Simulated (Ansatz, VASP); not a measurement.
## One calculation of CdSe, two programs

```xyz
2
Lattice="3.5562 0.0000 0.0000 0.0000 3.5562 0.0000 0.0000 0.0000 3.5562" Properties=species:S:1:pos:R:3 pbc="T T T"
Cd    0.0000    0.0000    0.0000
Se    1.7781    1.7781    1.7781
```

Alike in both runs: functional PBE; k mesh 12 × 12 × 12; occupations fermi-dirac, width 0.05 eV; no spin polarisation.

Ansatz relaxed the structure, and its values are those at the end. VASP's run is a single point on that final structure, the one shown.

|  | VASP | Ansatz |
| --- | --- | --- |
| version | VASP 6.6.1 | Ansatz 0.2.0 |
| potentials or method | VASP PAW PBE potentials, release 64 (Cd, Se) | PAW with Ansatz's default frozen-core files, scalar-relativistic |
| plane-wave cutoff (eV) | 520 | 420 |
| valence electrons in the cell | 18 | 36 |

VASP gave:

- pressure (GPa): 0.3

**Question.** Estimate Ansatz's values.

**Answer.** Pressure (GPa): 0.0.

With one functional, cell and mesh, what is left measures potentials, basis and numerics. VASP's potentials hold 18 valence electrons a cell and Ansatz's 36, so a difference there can come from the potentials and not from the codes.
